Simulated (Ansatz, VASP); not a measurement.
AlNi in VASP and in Ansatz

```
CELL_PARAMETERS angstrom
2.89277 0.00000 0.00000
0.00000 2.89277 0.00000
0.00000 0.00000 2.89277
ATOMIC_POSITIONS crystal
Ni 0.00000 0.00000 0.00000
Al 0.50000 0.50000 0.50000
```

Alike in both runs: functional PBE; k mesh 14 × 14 × 14; occupations gaussian, width 0.1 eV; no spin polarisation.

Ansatz relaxed the structure, and its values are those at the end. VASP's run is a single point on that final structure, the one shown.

```csv
,VASP,Ansatz
version,VASP 6.6.1,Ansatz 0.2.0
potentials or method,"VASP PAW PBE potentials, release 64 (Ni, Al), cutoff 600 eV","scalar-relativistic, plane waves, PAW"
valence electrons in the cell,13,21
```

```csv
,VASP,Ansatz,Ansatz less VASP
gap on the k mesh at the Fermi level (eV),none,none,-
pressure (GPa),0.0,0.0,+0.01
```

A gap of «none» marks a metal or a gap that the smearing closes. VASP's potentials hold 13 valence electrons a cell and Ansatz's 21, so a difference there can come from the potentials and not from the codes.
